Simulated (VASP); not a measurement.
Input of a VASP 6.6.1 run:

File INCAR:

```
SYSTEM = GdO
PREC = Accurate
ENCUT = 520
EDIFF = 1E-7
ISMEAR = 0
SIGMA = 0.05
LREAL = .False.
LASPH = .True.
NELM = 150
ALGO = Normal
ISIF = 2
LWAVE = .False.
LCHARG = .False.
ISPIN = 2
MAGMOM = 7.89 -0.03
LORBIT = 11
LMAXMIX = 6
LDAU = .True.
LDAUTYPE = 2
LDAUL = 3 -1
LDAUU = 6 0
LDAUJ = 0 0
LDAUPRINT = 1
GGA = PE
NBANDS = 23
```

Contents of KPOINTS:

```
Automatic mesh
0
Gamma
  10 10 10
  0 0 0
```

POSCAR

```
GdO
1.0
    3.0121672082      0.0000000000      0.0000000000
    0.0000000000      3.0121672082      0.0000000000
    0.0000000000      0.0000000000      3.0121672082
Gd O
1 1
Direct
    0.0000000000      0.0000000000      0.0000000000
    0.5000000000      0.5000000000      0.5000000000
```

Potentials or basis: VASP PAW PBE potentials, release 64 (Gd, O).

Run with:

```console
$ cat potpaw_PBE.64/Gd/POTCAR potpaw_PBE.64/O/POTCAR > POTCAR
$ mpirun -np 1 vasp_std > vasp.out
```

Question: Predict the net moment.

Answer: 7.51 μB per cell.

Question: Predict the site moments.

Answer: Gd +7.12; O -0.04 μB.

Eigenvalues of the final occupation matrices:
```csv
site,spin,trace,eigenvalues
site 1 f,1,6.94,0.99 0.99 0.99 0.99 0.99 0.99 1.00
site 1 f,2,0.03,0.00 0.00 0.00 0.00 0.00 0.00 0.01
```

Caveat: spin-orbit coupling is left out, which moves the levels of the heavy elements; a cell with one magnetic atom can't hold antiferromagnetic order, which such compounds often take. The state reached can hang on the start; a lower one may exist.
